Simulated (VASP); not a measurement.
A run of VASP 6.6.1:

File POSCAR:

```
MgO
1.0
    3.4841042127      0.0000000000      0.0000000000
   -1.7420521064      3.0173227576      0.0000000000
    0.0000000000      0.0000000000      4.2484729096
Mg O
2 2
Direct
    0.6666666667      0.3333333333      0.7500000000
    0.3333333333      0.6666666667      0.2500000000
    0.6666666667      0.3333333333      0.2500000000
    0.3333333333      0.6666666667      0.7500000000
```

File INCAR.step1:

```
SYSTEM = MgO
PREC = Accurate
ENCUT = 520
ISMEAR = 0
SIGMA = 0.05
LREAL = .False.
LASPH = .True.
NELM = 80
NBANDS = 16
GGA = PE
ALGO = Normal
EDIFF = 1E-4
LWAVE = .True.
LCHARG = .False.
```

Contents of INCAR.step2:

```
SYSTEM = MgO
PREC = Accurate
ENCUT = 520
EDIFF = 1E-7
ISMEAR = 0
SIGMA = 0.05
LREAL = .False.
LASPH = .True.
NELM = 80
ALGO = Normal
ISIF = 2
LWAVE = .False.
LCHARG = .False.
METAGGA = R2SCAN
LMIXTAU = .True.
NBANDS = 16
ISTART = 1
```

File KPOINTS:

```
regular mesh
0
Gamma
  6 6 6
  0 0 0
```

Potentials or basis: VASP PAW PBE potentials, release 64 (Mg, O).

Launch:

```sh
$ cat potpaw_PBE.64/Mg/POTCAR potpaw_PBE.64/O/POTCAR > POTCAR
$ cp INCAR.step1 INCAR
$ mpirun -np 1 vasp_std > vasp.out
$ cp INCAR.step2 INCAR
$ mpirun -np 1 vasp_std > vasp.out
```

Hardware: 1 thread of Intel(R) Xeon(R) Platinum 8375C CPU @ 2.90GHz (Ice Lake), on a shared host.

Problem. Estimate the wall time of this run.

Solution. Wall time 60 s on 1 thread of Intel(R) Xeon(R) Platinum 8375C CPU @ 2.90GHz (Ice Lake), on a shared host, peak memory 0.18 GiB. Counts: k points 28.
